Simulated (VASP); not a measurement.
# Sc (P6_3/mmc) in VASP: a series of runs

The runs below take Sc through single point, with PBE.

Everything below comes from runs of VASP 6.6.1. Logs are shortened: lines on timing, memory, paths and dates and some standing lists are left out, and cuts for length are marked.

## Step 1: The cell of the first run

The structure is hexagonal, space group P6_3/mmc (No. 194). The conventional cell has a = 3.319 Å, b = 3.319 Å, c = 5.184 Å, α = 90.00°, β = 90.00°, γ = 120.00°. Within 4.2 Å of Sc (site symmetry -6m2) lie 12 Sc at 3.22 to 3.32 Å.

## Step 2: Single point, PBE

Input file INCAR:

```
ALGO = Normal ; EDIFF = 1E-6
ENCUT = 520 ; GGA = PE
ISIF = 2 ; ISMEAR = 0
LASPH = True ; LCHARG = False
LREAL = False ; LWAVE = False
NBANDS = 18 ; NELM = 100
PREC = Accurate ; SIGMA = 0.6
```

Input file KPOINTS:

```
k-points
0
Gamma
  11 11 6
```

Input file POSCAR:

```
Sc
1.0
    3.3193628924      0.0000000000      0.0000000000
   -1.6596814462      2.8746525892      0.0000000000
    0.0000000000      0.0000000000      5.1842605006
Sc
2
Direct
    0.3333333333      0.6666666667      0.2500000000
    0.6666666667      0.3333333333      0.7500000000
```

Potentials or basis: VASP PAW PBE potentials, release 64 (Sc_sv).

On the command line:

```
cat potpaw_PBE.64/Sc_sv/POTCAR > POTCAR
mpirun -np 1 vasp_std > vasp.out
```

OUTCAR:

```text
EDIFF = 1E-6
   ENCUT = 520
   GGA = PE
   ISIF = 2
   ISMEAR = 0
   LASPH = True
   LREAL = False
   NELM = 100
   PREC = Accurate

 ion  position               nearest neighbor table
   1  0.333  0.667  0.250-   2 3.22   2 3.22   2 3.22   2 3.22   2 3.22   2 3.22
   2  0.667  0.333  0.750-   1 3.22   1 3.22   1 3.22   1 3.22   1 3.22   1 3.22

  LATTYP: Found a hexagonal cell.
 ALAT       =     3.3193628924
 C/A-ratio  =     1.5618239610

  Lattice vectors:

 A1 = (   3.3193628924,   0.0000000000,   0.0000000000)
 A2 = (  -1.6596814462,   2.8746525892,   0.0000000000)
 A3 = (   0.0000000000,   0.0000000000,   5.1842605006)

Analysis of symmetry for initial positions (statically):
=====================================================================
 Subroutine PRICEL returns:
 Original cell was already a primitive cell.

 Routine SETGRP: Setting up the symmetry group for a
 hexagonal supercell.

 Subroutine GETGRP returns: Found 24 space group operations
 (whereof 12 operations were pure point group operations)
 out of a pool of 24 trial point group operations.

The static configuration has the point symmetry D_3d.
 The point group associated with its full space group is D_6h.

Analysis of symmetry for dynamics (positions and initial velocities):
=====================================================================
 Subroutine PRICEL returns:
 Original cell was already a primitive cell.

 Routine SETGRP: Setting up the symmetry group for a
 hexagonal supercell.

 Subroutine GETGRP returns: Found 24 space group operations
 (whereof 12 operations were pure point group operations)
 out of a pool of 24 trial point group operations.

The dynamic configuration has the point symmetry D_3d.
 The point group associated with its full space group is D_6h.

 Subroutine INISYM returns: Found 24 space group operations
 (whereof 12 operations are pure point group operations),
 and found     1 'primitive' translations

----------------------------------------------------------------------------------------

                                     Primitive cell

  volume of cell :      49.4683

  direct lattice vectors                    reciprocal lattice vectors
     3.319362892  0.000000000  0.000000000     0.301262632  0.173934061  0.000000000
    -1.659681446  2.874652589  0.000000000     0.000000000  0.347868123  0.000000000
[... 77 lines left out ...]
   ISTART =      0    job   : 0-new  1-cont  2-samecut
   ICHARG =      2    charge: 1-file 2-atom 10-const
   ISPIN  =      1    spin polarized calculation?
   LNONCOLLINEAR =      F non collinear calculations
   LSORBIT =      F    spin-orbit coupling
   LASPH  =      T    aspherical Exc in radial PAW
   ENCUT  =  520.0 eV  38.22 Ry    6.18 a.u.   6.17  6.17  9.64*2*pi/ulx,y,z
   NELM   =    100;   NELMIN=  2; NELMDL= -5     # of ELM steps
   EDIFF  = 0.1E-05   stopping-criterion for ELM
   LREAL  =      F    real-space projection
   EDIFFG = 0.1E-04   stopping-criterion for IOM
   NSW    =      0    number of steps for IOM
   IBRION =     -1    ionic relax: 0-MD 1-quasi-New 2-CG
   NFREE  =      0    steps in history (QN), initial steepest desc. (CG)
   ISIF   =      2    stress and relaxation
   ISYM   =      2    0-nonsym 1-usesym 2-fastsym
   POTIM  = 0.5000    time-step for ionic-motion
   TEBEG  =    0.0;   TEEND  =   0.0 temperature during run
   PSTRESS=    0.0 pullay stress
   NELECT =      22.0000    total number of electrons
   NUPDOWN=      -1.0000    fix difference up-down
   EMIN   =  10.00;   EMAX   =-10.00  energy-range for DOS
   EFERMI =   0.00;   METHOD = LEGACY
   ISMEAR =     0;   SIGMA  =   0.60  broadening in eV -4-tet -1-fermi 0-gaus
   EFERMI_NEDOS =   21; number of points for ismear=-14 and -15
   IALGO  =     38    algorithm
   IMIX   =      4    mixing-type and parameters
     AMIX     =   0.40;   BMIX     =  1.00
     AMIX_MAG =   1.60;   BMIX_MAG =  1.00
  volume/ion in A,a.u.               =      24.73       166.91
  Fermi-wavevector in a.u.,A,eV,Ry     =   1.249607  2.361415 21.245735  1.561517
  Thomas-Fermi vector in A             =   2.383640
   LORBIT       =      0    0 simple, 1 ext, 2 COOP (PROOUT), +10 PAW based schemes
   GGA     = PE    functional components
   LHFCALC =     F    Hartree Fock is set to
   AEXX    =    0.0000 exact exchange contribution
   IVDW    =     0    specifies the selected vdW correction
   LEPSILON=     F    determine dielectric tensor
   LRPA    =     F    only Hartree local field effects (RPA)
 non-spin polarized calculation
 Gauss-broadening in eV      SIGMA  =   0.60
  energy-cutoff  :      520.00
  volume of cell :       49.47
 maximum number of plane-waves:      1346
 NGX is ok and might be reduce to    28
   NGX = 13   NGY = 13   NGZ = 19

 number of electron      21.9999995 magnetization

 Free energy of the ion-electron system (eV)
  ---------------------------------------------------
  ext. energy  EPLUGINS =         0.00000000
  ---------------------------------------------------
  free energy    TOTEN  =       -12.81900873 eV

  energy without entropy =      -12.24014065  energy(sigma->0) =      -12.52957469

 E-fermi :   3.6897     XC(G=0):  -9.8601

 val. band max:        3.6860542275   @ k =   0.2727   0.0000   0.3333
 cond. band min:       3.6972533476   @ k =   0.2727   0.2727   0.3333
 fundamental gap:      0.0111991201
 Fermi energy:         3.6896548666

 k-point     1 :       0.0000    0.0000    0.0000
  band No.  band energies     occupation
      1     -45.7353      2.00000
      2     -45.6659      2.00000
      3     -24.5740      2.00000
      4     -24.2202      2.00000
      5     -24.2202      2.00000
      6     -24.1552      2.00000
[... 481 lines left out ...]
      5     -24.3039      2.00000
      6     -24.2519      2.00000
[... 10 lines left out ...]
     17       6.3361      0.00000
     18       6.5735      0.00000

 [... further k-points ...]
[... 5 lines left out ...]
  --------------------------------------------------------------------------------------
  -------------------------------------------------------------------------------------
  Total        0.1022088      0.1022088      0.3967435      0.0000000      0.0000000     -0.0000000
  in kB        3.3103352      3.3103352     12.8497150      0.0000000      0.0000000     -0.0000000
  external PRESSURE =       6.4901285 kB  Pullay stress =       0.0000000 kB

 VOLUME and BASIS-vectors are now :
 -----------------------------------------------------------------------------
  energy-cutoff  :      520.00
  volume of cell :       49.47
      direct lattice vectors                 reciprocal lattice vectors
     3.319362892  0.000000000  0.000000000     0.301262632  0.173934061  0.000000000
    -1.659681446  2.874652589  0.000000000     0.000000000  0.347868123  0.000000000
     0.000000000  0.000000000  5.184260501     0.000000000  0.000000000  0.192891542

 POSITION                                       TOTAL-FORCE (eV/Angst)
 -----------------------------------------------------------------------------------
     -0.00000      1.91644      1.29607         0.000000     -0.000000      0.000000
      1.65968      0.95822      3.88820        -0.000000      0.000000      0.000000
 -----------------------------------------------------------------------------------
    total drift:                               -0.000000      0.000000     -0.000000

  FREE ENERGIE OF THE ION-ELECTRON SYSTEM (eV)
  ---------------------------------------------------
  free  energy   TOTEN  =       -12.8190087327 eV

  energy  without entropy=      -12.2401406469  energy(sigma->0) =      -12.52957469
```

OSZICAR:

```text
N       E                     dE             d eps       ncg     rms          rms(c)
DAV:   1     0.360653002063E+03    0.36065E+03   -0.11052E+04  2304   0.130E+03
DAV:   2     0.663936984935E+01   -0.35401E+03   -0.34630E+03  2872   0.541E+02
DAV:   3    -0.137055707901E+02   -0.20345E+02   -0.19510E+02  3728   0.155E+02
DAV:   4    -0.141797682299E+02   -0.47420E+00   -0.47041E+00  3512   0.225E+01
DAV:   5    -0.141846613721E+02   -0.48931E-02   -0.48911E-02  3958   0.236E+00    0.750E+00
DAV:   6    -0.129808142780E+02    0.12038E+01   -0.27744E+00  3034   0.183E+01    0.223E+00
DAV:   7    -0.128301979248E+02    0.15062E+00   -0.68610E-01  3100   0.827E+00    0.872E-01
DAV:   8    -0.128206788233E+02    0.95191E-02   -0.32314E-02  3006   0.225E+00    0.257E-01
DAV:   9    -0.128189942564E+02    0.16846E-02   -0.91370E-03  3140   0.990E-01    0.211E-02
DAV:  10    -0.128190125095E+02   -0.18253E-04   -0.14335E-04  3596   0.158E-01    0.864E-03
DAV:  11    -0.128190063654E+02    0.61441E-05   -0.43235E-06  3212   0.237E-02    0.221E-03
DAV:  12    -0.128190089382E+02   -0.25728E-05   -0.37247E-07  1650   0.756E-03    0.109E-03
DAV:  13    -0.128190087327E+02    0.20543E-06   -0.79863E-08  1532   0.555E-03
   1 F= -.12819009E+02 E0= -.12529575E+02  d E =-.578868E+00
```

Wall time 90 s (1 thread of Intel Xeon 8259CL, shared host); peak memory 0.2 GiB.

What came out:

| Item | Value |
| --- | --- |
| Free energy | -12.8190 eV |
| Pressure | 0.6 GPa |
| Band gap on the k mesh | zero (band 11 reaches 4.63 eV, above the bottom of band 12 at 3.17 eV) |

Levels at points of the mesh, in eV from the Fermi level:
| k point | band 9 | band 10 | band 11 | band 12 | band 13 | band 14 |
| --- | --- | --- | --- | --- | --- | --- |
| (0.00, 0.00, 0.00) | -5.15 | -1.65 | 0.55 | 1.58 | 1.58 | 1.81 |
| (0.00, 0.00, 0.50) | -3.62 | -3.62 | 0.94 | 0.94 | 1.50 | 1.50 |

## Step 3: Single point, PBE

Input file INCAR:

```
SYSTEM = Sc
ALGO = Normal ; EDIFF = 1E-6
ENCUT = 520 ; GGA = PE
ISIF = 2 ; ISMEAR = 0
LASPH = .True. ; LCHARG = .False.
LREAL = .False. ; LWAVE = .False.
NBANDS = 18 ; NELM = 100
PREC = Accurate ; SIGMA = 1.0
```

Input file KPOINTS:

```
k-points
0
Gamma
  11 11 6
  0 0 0
```

POSCAR is that of step 2.

Potentials or basis: VASP PAW PBE potentials, release 64 (Sc_sv).

On the command line:

```
cat potpaw_PBE.64/Sc_sv/POTCAR > POTCAR
mpirun -np 1 vasp_std > vasp.out
```

Wall time 76 s (1 thread of Intel Xeon 8259CL, shared host); peak memory 0.2 GiB.

It converged, with:

```yaml
Free_energy: -13.3133 eV
Pressure: 1.9 GPa
Band_gap_on_the_k_mesh: zero (band 11 reaches 4.68 eV, above the bottom of band 12 at 3.21 eV)
```

Stress tensor (GPa, compression positive):
```
1.30 0.00 0.00
0.00 1.30 0.00
0.00 0.00 3.11
```

Levels at points of the mesh, in eV from the Fermi level:
```tsv
k point	band 9	band 10	band 11	band 12	band 13	band 14
(0.00, 0.00, 0.00)	-5.17	-1.66	0.53	1.61	1.61	1.84
(0.00, 0.00, 0.50)	-3.63	-3.63	0.96	0.96	1.52	1.52
```
